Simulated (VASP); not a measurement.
# Tl (Im-3m) in VASP: further runs

Runs on Tl. Level: revPBE. Tasks: single point.

All numbers are computed with VASP 6.6.1; they aren't measurements. Logs are shortened: lines on timing, memory, paths and dates and some standing lists are left out, and cuts for length are marked.

## Step 1: The cell of the first run

Symmetry: Im-3m, No. 229, cubic system. Conventional cell: a = 3.875 Å, b = 3.875 Å, c = 3.875 Å, α = 90.00°, β = 90.00°, γ = 90.00°. Tl (site symmetry m-3m) has 14 Tl at 3.36 to 3.88 Å within 4.4 Å.

## Step 2: Single point, revPBE (volume scaled by 0.88)

The input, INCAR:

```
PREC     = Accurate       # precision mode
ENCUT    = 520            # plane-wave cutoff, eV
EDIFF    = 1E-6           # SCF threshold, eV
ISMEAR   = -1             # smearing method
SIGMA    = 0.1            # smearing width, eV
LREAL    = False          # projectors in reciprocal space
LASPH    = True           # aspherical terms in the spheres
NELM     = 100            # most SCF steps
ALGO     = Normal         # electronic algorithm
ISIF     = 2              # what is computed and relaxed
LWAVE    = False          # write WAVECAR
LCHARG   = True           # write CHGCAR
GGA      = RE             # functional
LELF     = True           # ELF
LVHAR    = True         
NBANDS   = 12             # bands
```

The input, KPOINTS:

```
regular mesh
0
Gamma
  12 12 12
```

The input, POSCAR:

```
Tl
1.0
   -1.9377487257      1.9377487257      1.9377487257
    1.9377487257     -1.9377487257      1.9377487257
    1.9377487257      1.9377487257     -1.9377487257
Tl
1
Direct
    0.0000000000      0.0000000000      0.0000000000
```

Potentials or basis: VASP PAW PBE potentials, release 64 (Tl_d).

On the command line:

```
$ cat potpaw_PBE.64/Tl_d/POTCAR > POTCAR
$ mpirun -np 1 vasp_std > vasp.out
```

OUTCAR:

```text
PREC = Accurate
   ENCUT = 520
   EDIFF = 1E-6
   ISMEAR = -1
   LREAL = False
   LASPH = True
   NELM = 100
   ISIF = 2
   GGA = RE

 ion  position               nearest neighbor table
   1  0.000  0.000  0.000-

  LATTYP: Found a body centered cubic cell.
 ALAT       =     3.8754974514

  Lattice vectors:

 A1 = (  -1.9377487257,   1.9377487257,   1.9377487257)
 A2 = (   1.9377487257,  -1.9377487257,   1.9377487257)
 A3 = (   1.9377487257,   1.9377487257,  -1.9377487257)

Analysis of symmetry for initial positions (statically):
=====================================================================
 Subroutine PRICEL returns:
 Original cell was already a primitive cell.

 Routine SETGRP: Setting up the symmetry group for a
 body centered cubic supercell.

 Subroutine GETGRP returns: Found 48 space group operations
 (whereof 48 operations were pure point group operations)
 out of a pool of 48 trial point group operations.

The static configuration has the point symmetry O_h .

Analysis of symmetry for dynamics (positions and initial velocities):
=====================================================================
 Subroutine PRICEL returns:
 Original cell was already a primitive cell.

 Routine SETGRP: Setting up the symmetry group for a
 body centered cubic supercell.

 Subroutine GETGRP returns: Found 48 space group operations
 (whereof 48 operations were pure point group operations)
 out of a pool of 48 trial point group operations.

The dynamic configuration has the point symmetry O_h .

 Subroutine INISYM returns: Found 48 space group operations
 (whereof 48 operations are pure point group operations),
 and found     1 'primitive' translations

----------------------------------------------------------------------------------------

                                     Primitive cell

  volume of cell :      29.1040

  direct lattice vectors                    reciprocal lattice vectors
    -1.937748726  1.937748726  1.937748726     0.000000000  0.258031391  0.258031391
     1.937748726 -1.937748726  1.937748726     0.258031391  0.000000000  0.258031391
     1.937748726  1.937748726 -1.937748726     0.258031391  0.258031391  0.000000000

  length of vectors
     3.356279245  3.356279245  3.356279245     0.364911493  0.364911493  0.364911493

  position of ions in fractional coordinates (direct lattice)
     0.000000000  0.000000000  0.000000000

  ion indices of the primitive-cell ions
   primitive index   ion index
                 1           1

----------------------------------------------------------------------------------------

 KPOINTS: regular mesh

Automatic generation of k-mesh.
 Grid dimensions read from file:
 generate k-points for:   12   12   12

 Generating k-lattice:

  Cartesian coordinates                     Fractional coordinates (reciprocal lattice)
     0.000000000  0.021502616  0.021502616     0.083333333  0.000000000  0.000000000
     0.021502616  0.000000000  0.021502616     0.000000000  0.083333333  0.000000000
     0.021502616  0.021502616  0.000000000     0.000000000  0.000000000  0.083333333

  Length of vectors
     0.030409291  0.030409291  0.030409291

  Shift w.r.t. Gamma in fractional coordinates (k-lattice)
     0.000000000  0.000000000  0.000000000

 Subroutine IBZKPT returns following result:
 ===========================================

 Found     72 irreducible k-points:

 Following reciprocal coordinates:
            Coordinates               Weight
  0.000000  0.000000  0.000000      1.000000
  0.083333  0.000000  0.000000     12.000000
  0.166667  0.000000  0.000000     12.000000
  0.250000  0.000000  0.000000     12.000000
  0.333333  0.000000  0.000000     12.000000
  0.416667  0.000000  0.000000     12.000000
[... 16 lines left out ...]
  0.333333  0.083333  0.083333     24.000000
  0.416667  0.083333  0.083333     12.000000
 [... further k-points ...]
   k-points           NKPTS =     72   k-points in BZ     NKDIM =     72   number of bands    NBANDS=     12
   number of dos      NEDOS =    301   number of ions     NIONS =      1
   total plane-waves  NPLWV =  21952
   dimension x,y,z NGX =    28 NGY =   28 NGZ =   28
   dimension x,y,z NGXF=    56 NGYF=   56 NGZF=   56
   ions per type =               1
   NGX,Y,Z   is equivalent  to a cutoff of  13.87, 13.87, 13.87 a.u.
   NGXF,Y,Z  is equivalent  to a cutoff of  27.74, 27.74, 27.74 a.u.
 SYSTEM =  unknown system
   PREC   = accura    normal or accurate (medium, high low for compatibility)
   ISTART =      0    job   : 0-new  1-cont  2-samecut
   ICHARG =      2    charge: 1-file 2-atom 10-const
   ISPIN  =      1    spin polarized calculation?
   LNONCOLLINEAR =      F non collinear calculations
   LSORBIT =      F    spin-orbit coupling
   LASPH  =      T    aspherical Exc in radial PAW
   ENCUT  =  520.0 eV  38.22 Ry    6.18 a.u.   6.24  6.24  6.24*2*pi/ulx,y,z
   NELM   =    100;   NELMIN=  2; NELMDL= -5     # of ELM steps
   EDIFF  = 0.1E-05   stopping-criterion for ELM
   LREAL  =      F    real-space projection
   EDIFFG = 0.1E-04   stopping-criterion for IOM
   NSW    =      0    number of steps for IOM
   IBRION =     -1    ionic relax: 0-MD 1-quasi-New 2-CG
   NFREE  =      0    steps in history (QN), initial steepest desc. (CG)
   ISIF   =      2    stress and relaxation
   ISYM   =      2    0-nonsym 1-usesym 2-fastsym
   POTIM  = 0.5000    time-step for ionic-motion
   TEBEG  =    0.0;   TEEND  =   0.0 temperature during run
   PSTRESS=    0.0 pullay stress
   NELECT =      13.0000    total number of electrons
   NUPDOWN=      -1.0000    fix difference up-down
   EMIN   =  10.00;   EMAX   =-10.00  energy-range for DOS
   EFERMI =   0.00;   METHOD = LEGACY
   ISMEAR =    -1;   SIGMA  =   0.10  broadening in eV -4-tet -1-fermi 0-gaus
   EFERMI_NEDOS =   21; number of points for ismear=-14 and -15
   IALGO  =     38    algorithm
   IMIX   =      4    mixing-type and parameters
     AMIX     =   0.40;   BMIX     =  1.00
     AMIX_MAG =   1.60;   BMIX_MAG =  1.00
  volume/ion in A,a.u.               =      29.10       196.40
  Fermi-wavevector in a.u.,A,eV,Ry     =   1.251426  2.364852 21.307634  1.566067
  Thomas-Fermi vector in A             =   2.385374
   LORBIT       =      0    0 simple, 1 ext, 2 COOP (PROOUT), +10 PAW based schemes
   GGA     = RE    functional components
   LHFCALC =     F    Hartree Fock is set to
   AEXX    =    0.0000 exact exchange contribution
   IVDW    =     0    specifies the selected vdW correction
   LEPSILON=     F    determine dielectric tensor
   LRPA    =     F    only Hartree local field effects (RPA)
 non-spin polarized calculation
  energy-cutoff  :      520.00
  volume of cell :       29.10
 maximum number of plane-waves:       798
 NGX is ok and might be reduce to    28
   NGX = 13   NGY = 13   NGZ = 13

 number of electron      13.0000001 magnetization

 Free energy of the ion-electron system (eV)
  ---------------------------------------------------
  ext. energy  EPLUGINS =         0.00000000
  ---------------------------------------------------
  free energy    TOTEN  =        -1.86302605 eV

  energy without entropy =       -1.84408082  energy(sigma->0) =       -1.85355343

 E-fermi :   6.4798     XC(G=0): -10.0164

 val. band max:        6.4674550009   @ k =   0.5000   0.5000   0.3333
 cond. band min:       6.4953571100   @ k =  -0.4167   0.4167   0.2500
 fundamental gap:      0.0279021091
 Fermi energy:         6.4798277139

 k-point     1 :       0.0000    0.0000    0.0000
  band No.  band energies     occupation
      1      -5.1999      2.00000
      2      -5.1999      2.00000
      3      -5.1999      2.00000
      4      -4.7895      2.00000
      5      -4.7895      2.00000
      6      -3.4185      2.00000
      7      17.1744      0.00000
      8      17.1744      0.00000
      9      17.1744      0.00000
     10      18.7893      0.00000
     11      18.7893      0.00000
     12      18.7893      0.00000

 k-point     2 :       0.0833    0.0000    0.0000
  band No.  band energies     occupation
      1      -5.2118      2.00000
      2      -5.1916      2.00000
      3      -5.1577      2.00000
      4      -4.8024      2.00000
      5      -4.7897      2.00000
      6      -3.2630      2.00000
      7      15.5827      0.00000
      8      16.6101      0.00000
      9      16.8280      0.00000
     10      18.2493      0.00000
     11      18.6557      0.00000
     12      18.7613      0.00000

 k-point     3 :       0.1667    0.0000    0.0000
  band No.  band energies     occupation
      1      -5.2441      2.00000
      2      -5.1836      2.00000
      3      -5.0400      2.00000
      4      -4.8314      2.00000
      5      -4.7900      2.00000
      6      -2.7856      2.00000
      7      12.7777      0.00000
      8      15.4244      0.00000
      9      15.9475      0.00000
     10      17.5819      0.00000
     11      18.3670      0.00000
     12      19.1302      0.00000
[... 286 lines left out ...]
 k-point    23 :       0.3333    0.0833    0.0833
  band No.  band energies     occupation
      1      -5.3371      2.00000
      2      -5.2642      2.00000
      3      -4.8156      2.00000
      4      -4.7882      2.00000
      5      -4.6537      2.00000
      6       0.7571      2.00000
      7       5.3966      1.99996
      8      10.6738      0.00000
      9      12.1214      0.00000
     10      18.9622      0.00000
     11      19.6002      0.00000
     12      22.7902      0.00000

 k-point    24 :       0.4167    0.0833    0.0833
  band No.  band energies     occupation
      1      -5.3464      2.00000
      2      -5.2777      2.00000
      3      -4.8077      2.00000
      4      -4.7869      2.00000
      5      -4.6170      2.00000
      6       1.6232      2.00000
      7       4.2686      2.00000
      8      10.4490      0.00000
      9      11.9770      0.00000
     10      18.8673      0.00000
     11      19.5382      0.00000
     12      23.0554      0.00000

 [... further k-points ...]
[... 5 lines left out ...]
  --------------------------------------------------------------------------------------
  -------------------------------------------------------------------------------------
  Total        0.6880021      0.6880021      0.6880021      0.0000000      0.0000000      0.0000000
  in kB       37.8745911     37.8745911     37.8745911      0.0000000      0.0000000      0.0000000
  external PRESSURE =      37.8745911 kB  Pullay stress =       0.0000000 kB

 VOLUME and BASIS-vectors are now :
 -----------------------------------------------------------------------------
  energy-cutoff  :      520.00
  volume of cell :       29.10
      direct lattice vectors                 reciprocal lattice vectors
    -1.937748726  1.937748726  1.937748726     0.000000000  0.258031391  0.258031391
     1.937748726 -1.937748726  1.937748726     0.258031391  0.000000000  0.258031391
     1.937748726  1.937748726 -1.937748726     0.258031391  0.258031391  0.000000000

 POSITION                                       TOTAL-FORCE (eV/Angst)
 -----------------------------------------------------------------------------------
      0.00000      0.00000      0.00000        -0.000000      0.000000      0.000000
 -----------------------------------------------------------------------------------
    total drift:                               -0.000000     -0.000000     -0.000000

  FREE ENERGIE OF THE ION-ELECTRON SYSTEM (eV)
  ---------------------------------------------------
  free  energy   TOTEN  =        -1.8630260466 eV

  energy  without entropy=       -1.8440808211  energy(sigma->0) =       -1.85355343
```

It took 20 s on 1 thread of Intel Xeon Platinum 8375C at 2.90GHz (Ice Lake), shared host; peak memory 0.17 GiB.

What came out:

```
Free energy : -1.8630 eV
Pressure    : 3.8 GPa
```

Caveat: the PAW data sets were made with another functional, which shifts forces and pressure a little; spin-orbit coupling is left out, which moves the levels of the heavy elements.

## Step 3: Single point, revPBE (volume scaled by 0.92)

The input, INCAR:

```
ALGO     = Normal         # electronic algorithm
EDIFF    = 1E-7           # SCF threshold, eV
ENCUT    = 520            # plane-wave cutoff, eV
GGA      = RE             # functional
ISIF     = 2              # what is computed and relaxed
ISMEAR   = -1             # smearing method
LASPH    = T              # aspherical terms in the spheres
LCHARG   = T              # write CHGCAR
LELF     = T              # ELF
LREAL    = F              # projectors in reciprocal space
LVHAR    = T            
LWAVE    = F              # write WAVECAR
NBANDS   = 12             # bands
NELM     = 60             # most SCF steps
PREC     = Accurate       # precision mode
SIGMA    = 0.1            # smearing width, eV
```

The input, KPOINTS:

```
k-points
0
Gamma
  12 12 12
```

The input, POSCAR:

```
Tl
1.0
   -1.9666746130      1.9666746130      1.9666746130
    1.9666746130     -1.9666746130      1.9666746130
    1.9666746130      1.9666746130     -1.9666746130
Tl
1
Direct
    0.0000000000      0.0000000000      0.0000000000
```

Potentials or basis: VASP PAW PBE potentials, release 64 (Tl_d).

On the command line:

```
$ cat potpaw_PBE.64/Tl_d/POTCAR > POTCAR
$ mpirun -np 1 vasp_std > vasp.out
```

It took 17 s on 1 thread of Intel Xeon Platinum 8375C at 2.90GHz (Ice Lake), shared host; peak memory 0.17 GiB.

Results (log left out):

```yaml
Free_energy: -1.8880 eV
Pressure: 2.2 GPa
```

Levels at points of the mesh, in eV from the Fermi level:
| k point | band 3 | band 4 | band 5 | band 6 | band 7 | band 8 | band 9 | band 10 |
| --- | --- | --- | --- | --- | --- | --- | --- | --- |
| (0.00, 0.00, 0.00) | -11.62 | -11.25 | -11.25 | -9.61 | 10.23 | 10.23 | 10.23 | 12.20 |
| (0.50, 0.00, 0.00) | -11.28 | -11.25 | -11.01 | -5.03 | -2.47 | 5.61 | 6.98 | 9.64 |
| (0.50, 0.50, 0.50) | -11.07 | -11.07 | -11.07 | -1.90 | 1.48 | 1.48 | 1.48 | 6.32 |

Caveat: the PAW data sets were made with another functional, which shifts forces and pressure a little; spin-orbit coupling is left out, which moves the levels of the heavy elements.

## Step 4: Single point, revPBE (volume scaled by 0.96)

The input, INCAR:

```
SYSTEM = Tl
PREC = Accurate
ENCUT = 520
EDIFF = 1E-7
ISMEAR = -1
SIGMA = 0.1
LREAL = .FALSE.
LASPH = .TRUE.
NELM = 100
ALGO = Normal
ISIF = 2
LWAVE = .FALSE.
LCHARG = .FALSE.
GGA = RE
NBANDS = 12
```

The input, KPOINTS:

```
regular mesh
0
G
  12 12 12
  0 0 0
```

The input, POSCAR:

```
Tl
1.0
   -1.9947737610      1.9947737610      1.9947737610
    1.9947737610     -1.9947737610      1.9947737610
    1.9947737610      1.9947737610     -1.9947737610
Tl
1
Direct
    0.0000000000      0.0000000000      0.0000000000
```

On the command line:

```
$ cat potpaw_PBE.64/Tl_d/POTCAR > POTCAR
$ mpirun -np 1 vasp_std > vasp.out
```

Wall time 20 s (1 thread of Intel Xeon Platinum 8375C at 2.90GHz (Ice Lake), shared host); peak memory 0.17 GiB.

It converged, with:

```
Free energy : -1.9012 eV
Pressure    : 0.9 GPa
```

Levels at points of the mesh, in eV from the Fermi level:
| k point | band 3 | band 4 | band 5 | band 6 | band 7 | band 8 | band 9 | band 10 |
| --- | --- | --- | --- | --- | --- | --- | --- | --- |
| (0.00, 0.00, 0.00) | -11.58 | -11.25 | -11.25 | -9.35 | 9.79 | 9.79 | 9.79 | 12.08 |
| (0.50, 0.00, 0.00) | -11.27 | -11.25 | -11.03 | -5.06 | -2.31 | 5.42 | 6.83 | 9.32 |
| (0.50, 0.50, 0.50) | -11.08 | -11.08 | -11.08 | -2.14 | 1.47 | 1.47 | 1.47 | 6.19 |

Caveat: the PAW data sets were made with another functional, which shifts forces and pressure a little; spin-orbit coupling is left out, which moves the levels of the heavy elements.

## Step 5: Overview

| cell | gap on the mesh (eV) | pressure (GPa) |
| --- | --- | --- |
| a = 3.356 Å, angles 109.5°, 1 atom | none | 3.8 |
| a = 3.406 Å, angles 109.5°, 1 atom | none | 2.2 |
| a = 3.455 Å, angles 109.5°, 1 atom | none | 0.9 |

Alike in all rows: task single point; level revPBE; potentials or basis VASP PAW PBE potentials, release 64 (Tl_d); no spin polarisation; k mesh 12 × 12 × 12; cutoff (eV) 520; smearing fermi-dirac 0.1 eV.

Caveats: the PAW data sets were made with another functional, which shifts forces and pressure a little; spin-orbit coupling is left out, which moves the levels of the heavy elements.

Total energies depend on the potentials used, so only differences within one code and one set of settings carry meaning.
